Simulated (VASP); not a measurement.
Set up this calculation in VASP 6.6.1, as the native input.

| Property | Result |
| --- | --- |
| Task | single point |
| Functional | PBEsol |
| Potentials or basis | VASP PAW PBE potentials, release 64 (Cs_sv, Pb_d, Cl) |
| Cutoff | 520 eV |
| k mesh | 6 × 6 × 6 |
| Occupations | gaussian, width 0.05 eV |
| Spin | no spin polarisation |
| Dipole correction | no |
| Further INCAR settings | ALGO = Normal; EDIFF = 1e-07; NBANDS = 30 |

The structure of CsPbCl3 lies in POSCAR:

```
CsPbCl3
1.0
    5.3247500000      0.0000000000      0.0000000000
    0.0000000000      5.3247500000      0.0000000000
    0.0000000000      0.0000000000      5.6050000000
Cs Pb Cl
1 1 3
Direct
    0.0000000000      0.0000000000      0.0000000000
    0.5000000000      0.5000000000      0.5000000000
    0.0000000000      0.5000000000      0.5000000000
    0.5000000000      0.0000000000      0.5000000000
    0.5000000000      0.5000000000      0.0000000000
```

This cell differs from its parent crystal: strain -0.050 along x and y, +0.000 along z.

These files were run (other wordings do the same):

INCAR

```
SYSTEM = CsPbCl3
PREC     = Accurate       ! precision mode
ENCUT    = 520            ! plane-wave cutoff, eV
EDIFF    = 1E-7           ! SCF threshold, eV
ISMEAR   = 0              ! smearing method
SIGMA    = 0.05           ! smearing width, eV
LREAL    = .FALSE.        ! projectors in reciprocal space
LASPH    = .TRUE.         ! aspherical terms in the spheres
NELM     = 60             ! most SCF steps
ALGO     = Normal         ! electronic algorithm
ISIF     = 2              ! what is computed and relaxed
LWAVE    = .FALSE.        ! write WAVECAR
LCHARG   = .FALSE.        ! write CHGCAR
GGA      = PS             ! functional
NBANDS   = 30             ! bands
```

KPOINTS

```
regular mesh
0
G
  6 6 6
  0 0 0
```

Potentials or basis: VASP PAW PBE potentials, release 64 (Cs_sv, Pb_d, Cl).

Command:

```bash
$ cat potpaw_PBE.64/Cs_sv/POTCAR potpaw_PBE.64/Pb_d/POTCAR potpaw_PBE.64/Cl/POTCAR > POTCAR
$ mpirun -np 1 vasp_std > vasp.out
```

It gave:

* Pressure: 3.7 GPa
* Band gap on the k mesh: 0.94 eV, direct

Caveat: the cell differs from its parent crystal (strain -0.050 along x and y, +0.000 along z); the PAW data sets were made with another functional, which shifts forces and pressure a little; spin-orbit coupling is left out, which moves the levels of the heavy elements.

Wall time 2.3 min on 1 thread of Intel(R) Xeon(R) Platinum 8259CL CPU @ 2.50GHz (Skylake/Cascade Lake), with other jobs on the host, peak memory 0.34 GiB.
